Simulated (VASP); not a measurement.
# C (C2/m) in VASP: a series of runs

The runs below take C through single point, with PBEsol.

Everything below comes from runs of VASP 6.6.1. Logs are shortened: lines on timing, memory, paths and dates and some standing lists are left out, and cuts for length are marked.

### 1 The cell of the first run

The structure is monoclinic, space group C2/m (No. 12). Conventional cell: a = 2.456 Å, b = 6.696 Å, c = 2.456 Å, α = 90.00°, β = 120.00°, γ = 90.00°. Within 1.6 Å of C (site symmetry m) lie 2 C at 1.22 to 1.37 Å.

### 2 Single point, PBEsol (atom 1 (C) moved by (-0.300, +0.000) A along [1 1 0] and z)

The input, INCAR:

```
PREC = Accurate
ENCUT = 520
EDIFF = 1E-6
ISMEAR = 0
SIGMA = 0.05
LREAL = F
LASPH = T
NELM = 100
ALGO = Normal
ISIF = 2
LWAVE = F
LCHARG = F
GGA = PS
NBANDS = 11
```

The input, KPOINTS:

```
Automatic mesh
0
Gamma
  14 14 14
```

The input, POSCAR:

```
C
1.0
    0.0000000000      2.1270000000      3.3480000000
    1.2280000000      0.0000000000      3.3480000000
    1.2280000000      2.1270000000      0.0000000000
C
2
Direct
    0.2031764915      0.7968235085      0.0304305352
    0.8333300000      0.1666700000      0.8333300000
```

Potentials or basis: VASP PAW PBE potentials, release 64 (C).

The run is started by

```sh
$ cat potpaw_PBE.64/C/POTCAR > POTCAR
$ mpirun -np 1 vasp_std > vasp.out
```

OUTCAR:

```text
PREC = Accurate
   ENCUT = 520
   EDIFF = 1E-6
   ISMEAR = 0
   LREAL = F
   LASPH = T
   NELM = 100
   ISIF = 2
   GGA = PS

 ion  position               nearest neighbor table
   1  0.203  0.797  0.030-   2 1.22   2 1.37   2 1.71
   2  0.833  0.167  0.833-   1 1.22   1 1.37   1 1.71

  LATTYP: Found a face centered orthorhombic cell.
 ALAT       =     2.4560000000
 B/A-ratio  =     1.7320846906
 C/A-ratio  =     2.7263843648

  Lattice vectors:

 A1 = (   0.0000000000,   2.1270000000,   3.3480000000)
 A2 = (   1.2280000000,   0.0000000000,   3.3480000000)
 A3 = (   1.2280000000,   2.1270000000,   0.0000000000)

Analysis of symmetry for initial positions (statically):
=====================================================================
 Subroutine PRICEL returns:
 Original cell was already a primitive cell.

 Routine SETGRP: Setting up the symmetry group for a
 face centered orthorhombic supercell.

 Subroutine GETGRP returns: Found  4 space group operations
 (whereof  2 operations were pure point group operations)
 out of a pool of  8 trial point group operations.

The static configuration has the point symmetry C_1h.
 The point group associated with its full space group is C_2h.

Analysis of symmetry for dynamics (positions and initial velocities):
=====================================================================
 Subroutine PRICEL returns:
 Original cell was already a primitive cell.

 Routine SETGRP: Setting up the symmetry group for a
 face centered orthorhombic supercell.

 Subroutine GETGRP returns: Found  4 space group operations
 (whereof  2 operations were pure point group operations)
 out of a pool of  8 trial point group operations.

The dynamic configuration has the point symmetry C_1h.
 The point group associated with its full space group is C_2h.

 Subroutine INISYM returns: Found  4 space group operations
 (whereof  2 operations are pure point group operations),
 and found     1 'primitive' translations

----------------------------------------------------------------------------------------

                                     Primitive cell

  volume of cell :      17.4897

  direct lattice vectors                    reciprocal lattice vectors
     0.000000000  2.127000000  3.348000000    -0.407166124  0.235072873  0.149342891
     1.228000000  0.000000000  3.348000000     0.407166124 -0.235072873  0.149342891
     1.228000000  2.127000000  0.000000000     0.407166124  0.235072873 -0.149342891

  length of vectors
     3.966513961  3.566102635  2.456036034     0.493301943  0.493301943  0.493301943

  position of ions in fractional coordinates (direct lattice)
     0.203176492  0.796823508  0.030430535
     0.833330000  0.166670000  0.833330000

  ion indices of the primitive-cell ions
   primitive index   ion index
                 1           1
                 2           2

----------------------------------------------------------------------------------------

 KPOINTS: Automatic mesh

Automatic generation of k-mesh.
 Grid dimensions read from file:
 generate k-points for:   14   14   14

 Generating k-lattice:

  Cartesian coordinates                     Fractional coordinates (reciprocal lattice)
    -0.029083295  0.016790919  0.010667349     0.071428571  0.000000000  0.000000000
     0.029083295 -0.016790919  0.010667349     0.000000000  0.071428571  0.000000000
     0.029083295  0.016790919 -0.010667349     0.000000000  0.000000000  0.071428571

  Length of vectors
     0.035235853  0.035235853  0.035235853

  Shift w.r.t. Gamma in fractional coordinates (k-lattice)
     0.000000000  0.000000000  0.000000000

 Subroutine IBZKPT returns following result:
 ===========================================

 Found    744 irreducible k-points:

 Following reciprocal coordinates:
            Coordinates               Weight
  0.000000  0.000000  0.000000      1.000000
  0.071429  0.000000  0.000000      4.000000
 -0.071429 -0.071429 -0.071429      4.000000
  0.142857  0.000000  0.000000      4.000000
 -0.142857 -0.142857 -0.142857      4.000000
  0.214286  0.000000  0.000000      4.000000
[... 16 lines left out ...]
  0.357143  0.071429 -0.000000      4.000000
 -0.357143 -0.357143 -0.285714      4.000000
 [... further k-points ...]
   k-points           NKPTS =    744   k-points in BZ     NKDIM =    744   number of bands    NBANDS=     11
   number of dos      NEDOS =    301   number of ions     NIONS =      2
   total plane-waves  NPLWV =  15120
   dimension x,y,z NGX =    30 NGY =   28 NGZ =   18
   dimension x,y,z NGXF=    60 NGYF=   56 NGZF=   36
   ions per type =               2
   NGX,Y,Z   is equivalent  to a cutoff of  12.57, 13.05, 12.18 a.u.
   NGXF,Y,Z  is equivalent  to a cutoff of  25.15, 26.11, 24.37 a.u.
 SYSTEM =  unknown system
   PREC   = accura    normal or accurate (medium, high low for compatibility)
   ISTART =      0    job   : 0-new  1-cont  2-samecut
   ICHARG =      2    charge: 1-file 2-atom 10-const
   ISPIN  =      1    spin polarized calculation?
   LNONCOLLINEAR =      F non collinear calculations
   LSORBIT =      F    spin-orbit coupling
   LASPH  =      T    aspherical Exc in radial PAW
   ENCUT  =  520.0 eV  38.22 Ry    6.18 a.u.   7.38  6.63  4.57*2*pi/ulx,y,z
   NELM   =    100;   NELMIN=  2; NELMDL= -5     # of ELM steps
   EDIFF  = 0.1E-05   stopping-criterion for ELM
   LREAL  =      F    real-space projection
   EDIFFG = 0.1E-04   stopping-criterion for IOM
   NSW    =      0    number of steps for IOM
   IBRION =     -1    ionic relax: 0-MD 1-quasi-New 2-CG
   NFREE  =      0    steps in history (QN), initial steepest desc. (CG)
   ISIF   =      2    stress and relaxation
   ISYM   =      2    0-nonsym 1-usesym 2-fastsym
   POTIM  = 0.5000    time-step for ionic-motion
   TEBEG  =    0.0;   TEEND  =   0.0 temperature during run
   PSTRESS=    0.0 pullay stress
   NELECT =       8.0000    total number of electrons
   NUPDOWN=      -1.0000    fix difference up-down
   EMIN   =  10.00;   EMAX   =-10.00  energy-range for DOS
   EFERMI =   0.00;   METHOD = LEGACY
   ISMEAR =     0;   SIGMA  =   0.05  broadening in eV -4-tet -1-fermi 0-gaus
   EFERMI_NEDOS =   21; number of points for ismear=-14 and -15
   IALGO  =     38    algorithm
   IMIX   =      4    mixing-type and parameters
     AMIX     =   0.40;   BMIX     =  1.00
     AMIX_MAG =   1.60;   BMIX_MAG =  1.00
  volume/ion in A,a.u.               =       8.74        59.01
  Fermi-wavevector in a.u.,A,eV,Ry     =   1.261376  2.383654 21.647797  1.591068
  Thomas-Fermi vector in A             =   2.394838
   LORBIT       =      0    0 simple, 1 ext, 2 COOP (PROOUT), +10 PAW based schemes
   GGA     = PS    functional components
   LHFCALC =     F    Hartree Fock is set to
   AEXX    =    0.0000 exact exchange contribution
   IVDW    =     0    specifies the selected vdW correction
   LEPSILON=     F    determine dielectric tensor
   LRPA    =     F    only Hartree local field effects (RPA)
 non-spin polarized calculation
 Gauss-broadening in eV      SIGMA  =   0.05
  energy-cutoff  :      520.00
  volume of cell :       17.49
 maximum number of plane-waves:       499
 NGX is ok and might be reduce to    30
   NGX = 15   NGY = 13   NGZ =  9

 number of electron       8.0000000 magnetization

 Free energy of the ion-electron system (eV)
  ---------------------------------------------------
  ext. energy  EPLUGINS =         0.00000000
  ---------------------------------------------------
  free energy    TOTEN  =       -17.36757701 eV

  energy without entropy =      -17.36745186  energy(sigma->0) =      -17.36751443

 E-fermi :   4.9745     XC(G=0): -10.5482

 val. band max:        4.9652364377   @ k =   0.0000   0.3571   0.3571
 cond. band min:       5.0264425414   @ k =  -0.0714   0.4286   0.3571
 fundamental gap:      0.0612061037
 Fermi energy:         4.9744862833

 k-point     1 :       0.0000    0.0000    0.0000
  band No.  band energies     occupation
      1     -15.1996      2.00000
      2      -2.4063      2.00000
      3      -2.2571      2.00000
      4       6.6593      0.00000
      5       7.6350      0.00000
      6       8.8406      0.00000
      7      16.7570      0.00000
      8      17.0302      0.00000
      9      19.3482      0.00000
     10      26.1942      0.00000
     11      28.5625      0.00000

 k-point     2 :       0.0714    0.0000    0.0000
  band No.  band energies     occupation
      1     -15.0789      2.00000
      2      -2.6282      2.00000
      3      -2.1449      2.00000
      4       5.9772      0.00000
      5       7.8961      0.00000
      6       9.0612      0.00000
      7      16.2028      0.00000
      8      17.4530      0.00000
      9      19.5341      0.00000
     10      26.7205      0.00000
     11      27.8766      0.00000

 k-point     3 :      -0.0714   -0.0714   -0.0714
  band No.  band energies     occupation
      1     -15.0723      2.00000
      2      -2.5158      2.00000
      3      -2.1680      2.00000
      4       4.9136      1.91471
      5       8.6181      0.00000
      6       9.4676      0.00000
      7      16.4797      0.00000
      8      17.2006      0.00000
      9      19.6201      0.00000
     10      26.7034      0.00000
     11      27.1856      0.00000

 k-point     4 :       0.1429    0.0000    0.0000
  band No.  band energies     occupation
      1     -14.7192      2.00000
      2      -3.2519      2.00000
      3      -1.8077      2.00000
      4       4.6073      2.00000
      5       8.2747      0.00000
      6       9.6790      0.00000
      7      14.7325      0.00000
      8      18.3255      0.00000
      9      20.3099      0.00000
     10      26.3585      0.00000
     11      28.1879      0.00000
[... 239 lines left out ...]
 k-point    22 :      -0.2857   -0.2857   -0.2143
  band No.  band energies     occupation
      1     -14.0215      2.00000
      2      -3.2258      2.00000
      3      -1.8095      2.00000
      4       0.1894      2.00000
      5      10.7503      0.00000
      6      11.6428      0.00000
      7      14.6063      0.00000
      8      18.4738      0.00000
      9      22.1250      0.00000
     10      22.7428      0.00000
     11      28.4386      0.00000

 k-point    23 :       0.3571    0.0714   -0.0000
  band No.  band energies     occupation
      1     -13.2637      2.00000
      2      -5.3944      2.00000
      3      -0.8238      2.00000
      4       1.7783      2.00000
      5       8.7908      0.00000
      6      10.6587      0.00000
      7      12.9763      0.00000
      8      20.0771      0.00000
      9      22.9777      0.00000
     10      24.4576      0.00000
     11      26.8833      0.00000

 k-point    24 :      -0.3571   -0.3571   -0.2857
  band No.  band energies     occupation
      1     -13.1644      2.00000
      2      -3.7231      2.00000
      3      -2.0269      2.00000
      4      -1.2278      2.00000
      5      11.2284      0.00000
      6      12.0130      0.00000
      7      13.9622      0.00000
      8      19.4337      0.00000
      9      21.2251      0.00000
     10      24.1922      0.00000
     11      27.3181      0.00000

 [... further k-points ...]
[... 5 lines left out ...]
  --------------------------------------------------------------------------------------
  -------------------------------------------------------------------------------------
  Total        1.7574458      8.9050776      0.0671605     -2.0800933      0.0000000      0.0000000
  in kB      160.9945656    815.7686105      6.1523846   -190.5513791      0.0000000      0.0000000
  external PRESSURE =     327.6385202 kB  Pullay stress =       0.0000000 kB

 VOLUME and BASIS-vectors are now :
 -----------------------------------------------------------------------------
  energy-cutoff  :      520.00
  volume of cell :       17.49
      direct lattice vectors                 reciprocal lattice vectors
     0.000000000  2.127000000  3.348000000    -0.407166124  0.235072873  0.149342891
     1.228000000  0.000000000  3.348000000     0.407166124 -0.235072873  0.149342891
     1.228000000  2.127000000  0.000000000     0.407166124  0.235072873 -0.149342891

 POSITION                                       TOTAL-FORCE (eV/Angst)
 -----------------------------------------------------------------------------------
      1.01587      0.49688      3.34800         3.866742     10.666637      0.000000
      1.22800      3.54499      3.34800        -3.866742    -10.666637      0.000000
 -----------------------------------------------------------------------------------
    total drift:                               -0.000000     -0.000001      0.000000

  FREE ENERGIE OF THE ION-ELECTRON SYSTEM (eV)
  ---------------------------------------------------
  free  energy   TOTEN  =       -17.3675770114 eV

  energy  without entropy=      -17.3674518567  energy(sigma->0) =      -17.36751443
```

Run time: 94 s. Hardware: 1 thread of AMD EPYC 9R45 (Zen 5), shared host; peak memory 0.2 GiB.

What came out:

- Free energy: -17.3676 eV
- Pressure: 32.8 GPa
- Largest force: 11.346 eV/Å
- Band gap on the k mesh: zero (bands 4 and 5 overlap by 3.31 eV)

Forces in eV/Å, atoms in the order of the input:
```
C     3.867  10.667   0.000
C    -3.867 -10.667   0.000
```

Levels at points of the mesh, in eV from the Fermi level:
| k point | band 2 | band 3 | band 4 | band 5 | band 6 | band 7 |
| --- | --- | --- | --- | --- | --- | --- |
| (0.00, 0.00, 0.00) | -7.38 | -7.23 | 1.68 | 2.66 | 3.87 | 11.78 |
| (0.50, 0.00, 0.00) | -14.10 | -4.96 | -2.68 | 0.72 | 3.91 | 12.23 |
| (0.50, 0.50, 0.50) | -11.98 | -9.01 | -4.46 | 4.39 | 6.37 | 11.65 |
| (0.50, 0.50, 0.00) | -9.16 | -7.37 | 1.76 | 2.60 | 9.70 | 11.84 |
| (0.50, 0.00, 0.50) | -14.32 | -5.08 | -0.45 | -0.26 | 5.80 | 9.99 |
| (0.00, 0.50, 0.50) | -14.10 | -5.11 | -2.11 | -1.56 | 5.53 | 13.85 |

Caveat: the cell differs from its parent crystal (atom 1 (C) moved by (-0.300, +0.000) A along [1 1 0] and z); the stress differs along the axes, from 1 to 82 GPa; this functional lacks dispersion, which binds layers or chains, so the pressure and a relaxed spacing across them are unreliable; the PAW data sets were made with another functional, which shifts forces and pressure a little.

### 3 Single point, PBEsol (atom 1 (C) moved by (+0.000, -0.300) A along [1 1 0] and z)

The input, INCAR:

```
SYSTEM = C
ALGO = Normal
EDIFF = 1E-6
ENCUT = 520
GGA = PS
ISIF = 2
ISMEAR = 0
LASPH = .True.
LCHARG = .False.
LREAL = .False.
LWAVE = .False.
NBANDS = 11
NELM = 80
PREC = Accurate
SIGMA = 0.05
```

The input, KPOINTS:

```
k-points
0
Gamma
  14 14 14
  0 0 0
```

Edit POSCAR of step 2 so:

```diff
@@ -8,3 +8,3 @@
 Direct
-    0.2031764915      0.7968235085      0.0304305352
+    0.1218671326      0.7885271326      0.2114728674
     0.8333300000      0.1666700000      0.8333300000
```

Potentials or basis: VASP PAW PBE potentials, release 64 (C).

The run is started by

```sh
$ cat potpaw_PBE.64/C/POTCAR > POTCAR
$ mpirun -np 1 vasp_std > vasp.out
```

It took 94 s on 1 thread of AMD EPYC 9R45 (Zen 5), shared host; peak memory 0.2 GiB.

It converged, with:

```
Free energy            : -18.5330 eV
Pressure               : -3.4 GPa
Largest force          : 4.995 eV/Å
Band gap on the k mesh : zero (bands 4 and 5 overlap by 0.19 eV)
```

Forces on the atoms (eV/Å):
```
C    0.000  0.042  4.995
C    0.000 -0.042 -4.995
```

Stress tensor (GPa, compression positive):
```
  1.93   0.00   0.00
  0.00   1.39   0.62
  0.00   0.62 -13.45
```

Levels at points of the mesh, in eV from the Fermi level:
```
           k point  band 2  band 3  band 4  band 5  band 6  band 7
(0.00, 0.00, 0.00)   -6.23   -2.16   -2.13    2.38    8.40    8.47
(0.50, 0.00, 0.00)  -12.81   -5.60   -1.98    0.50    7.63   12.76
(0.00, 0.00, 0.50)  -12.80   -5.60   -2.60    1.83    7.65   10.34
(0.50, 0.50, 0.00)   -8.57   -2.17   -2.15    8.37    8.43    8.80
(0.50, 0.00, 0.50)  -12.91   -5.56   -1.41    1.81    7.84   11.38
(0.00, 0.50, 0.50)  -12.70   -5.63   -3.07    0.48    7.45   13.02
```

Caveat: the cell differs from its parent crystal (atom 1 (C) moved by (+0.000, -0.300) A along [1 1 0] and z); the stress differs along the axes, from -13 to 2 GPa; this functional lacks dispersion, which binds layers or chains, so the pressure and a relaxed spacing across them are unreliable; the PAW data sets were made with another functional, which shifts forces and pressure a little.

### 4 Single point, PBEsol (atom 1 (C) moved by (+0.300, +0.000) A along [1 1 0] and z)

The input, INCAR:

```
SYSTEM = C
ALGO = Normal ; EDIFF = 1E-6
ENCUT = 520 ; GGA = PS
ISIF = 2 ; ISMEAR = 0
LASPH = .TRUE. ; LCHARG = .FALSE.
LREAL = .FALSE. ; LWAVE = .FALSE.
NBANDS = 11 ; NELM = 60
PREC = Accurate ; SIGMA = 0.05
```

The input, KPOINTS:

```
k-points
0
G
  14 14 14
  0 0 0
```

Edit POSCAR of step 3 so:

```diff
@@ -8,3 +8,3 @@
 Direct
-    0.1218671326      0.7885271326      0.2114728674
+    0.1301635085      0.8698364915      0.3029094648
     0.8333300000      0.1666700000      0.8333300000
```

The run is started by

```sh
$ cat potpaw_PBE.64/C/POTCAR > POTCAR
$ mpirun -np 1 vasp_std > vasp.out
```

It took 92 s on 1 thread of AMD EPYC 9R45 (Zen 5), shared host; peak memory 0.2 GiB.

It converged, with:

```
Free energy            : -16.2550 eV
Pressure               : 54.9 GPa
Largest force          : 24.306 eV/Å
Band gap on the k mesh : zero (bands 4 and 5 overlap by 2.01 eV)
```

Forces on the atoms (eV/Å):
```
C   -20.938 -12.344   0.000
C    20.938  12.344   0.000
```

Stress tensor (GPa, compression positive):
```
130.06  62.00   0.00
 62.00  33.31   0.00
  0.00   0.00   1.47
```

Levels at points of the mesh, in eV from the Fermi level:
| k point | band 2 | band 3 | band 4 | band 5 | band 6 | band 7 |
| --- | --- | --- | --- | --- | --- | --- |
| (0.00, 0.00, 0.00) | -7.46 | -7.13 | 1.43 | 2.32 | 3.68 | 10.21 |
| (0.50, 0.00, 0.00) | -13.05 | -5.99 | -3.97 | 2.35 | 3.61 | 12.14 |
| (0.50, 0.50, 0.50) | -13.45 | -5.67 | -2.14 | -0.56 | 7.58 | 11.55 |
| (0.50, 0.50, 0.00) | -9.38 | -7.10 | 1.45 | 2.34 | 9.34 | 10.10 |
| (0.50, 0.00, 0.50) | -12.47 | -7.71 | -3.89 | 4.98 | 5.01 | 10.46 |
| (0.00, 0.50, 0.50) | -12.27 | -7.70 | -5.10 | 2.70 | 4.72 | 13.02 |

Caveat: the cell differs from its parent crystal (atom 1 (C) moved by (+0.300, +0.000) A along [1 1 0] and z); the stress differs along the axes, from 1 to 130 GPa; this functional lacks dispersion, which binds layers or chains, so the pressure and a relaxed spacing across them are unreliable; the PAW data sets were made with another functional, which shifts forces and pressure a little.

### 5 Overview

| cell | gap on the mesh (eV) | pressure (GPa) | largest force (eV/Å) |
| --- | --- | --- | --- |
| as given, atomic positions A | none | 32.8 | 11.35 |
| as given, atomic positions B | none | -3.4 | 4.99 |
| as given, atomic positions C | none | 54.9 | 24.31 |

Alike in all rows: task single point; level PBEsol; potentials or basis VASP PAW PBE potentials, release 64 (C); no spin polarisation; k mesh 14 × 14 × 14; cutoff (eV) 520; smearing gaussian 0.05 eV.

Caveats: this functional lacks dispersion, which binds layers or chains, so the pressure and a relaxed spacing across them are unreliable; the PAW data sets were made with another functional, which shifts forces and pressure a little; the stress differs along the axes, from 1 to 82 GPa (at least some runs); the stress differs along the axes, from -13 to 2 GPa (at least some runs); the stress differs along the axes, from 1 to 130 GPa (at least some runs).

Total energies depend on the potentials used, so only differences within one code and one set of settings carry meaning.

The gap in the log of VASP goes by the Fermi energy; the results here count the filled bands.